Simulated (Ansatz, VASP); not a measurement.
## In in VASP and in Ansatz

```
In
1.0
     3.28545    0.00000    0.00000
    -1.64273    2.84529    0.00000
     0.00000    0.00000    5.67442
In
2
Direct
  0.33333 0.66667 0.25000
  0.66667 0.33333 0.75000
```

Change from the starting cell: strain -0.015 along x and y, +0.030 along z, atoms carried along.

Alike in both runs: task single point; functional PBE; dispersion D3(BJ); k mesh 18 × 18 × 10; occupations gaussian, width 0.15 eV; no spin polarisation.

```csv
,VASP,Ansatz
version,VASP 6.6.1,Ansatz 0.2.0
potentials or method,"VASP PAW PBE potentials, release 64 (In_d), cutoff 520 eV","scalar-relativistic, plane waves, PAW"
valence electrons in the cell,26,26
```

Ansatz gave:

- gap on the k mesh at the Fermi level (eV): none
- pressure (GPa): -0.4
- traceless stress, the component that is largest in VASP (GPa): -0.53

Task: Estimate VASP's values.

Result: gap on the k mesh at the Fermi level (eV): none; pressure (GPa): -0.4; traceless stress, the component that is largest in VASP (GPa): -0.54.

A gap of «none» marks a metal or a gap that the smearing closes.
